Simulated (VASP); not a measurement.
Input of a VASP 6.6.1 run:

Contents of INCAR:

```
SYSTEM = SnO
  ALGO = Normal
  EDIFF = 1E-6
  ENCUT = 600
  GGA = PE
  GGA_COMPAT = .False.
  ISIF = 2
  ISMEAR = 0
  LASPH = .True.
  LCHARG = .False.
  LREAL = .False.
  LWAVE = .False.
  NBANDS = 17
  NELM = 120
  PREC = Accurate
  SIGMA = 0.01
```

Contents of KPOINTS:

```
k-points
0
Gamma
  6 6 6
  0 0 0
```

POSCAR

```
SnO
1.0
    0.0000000000      2.5369732561      2.5369732561
    2.5369732561      0.0000000000      2.5369732561
    2.5369732561      2.5369732561      0.0000000000
Sn O
1 1
Direct
    0.0000000000      0.0000000000      0.0000000000
    0.5000000000      0.5000000000      0.5000000000
```

Potentials or basis: VASP PAW PBE potentials, release 64 (Sn_d, O).

Launch:

```sh
$ cat potpaw_PBE.64/Sn_d/POTCAR potpaw_PBE.64/O/POTCAR > POTCAR
$ mpirun -np 1 vasp_std > vasp.out
```

Task: Predict the pressure.

Result: 2.4 GPa.

Task: Predict the band gap on the k mesh.

Result: 1.05 eV, indirect (least direct gap 1.16 eV).

Caveat: spin-orbit coupling is left out, which moves the levels of the heavy elements. A k mesh can miss the band edges.
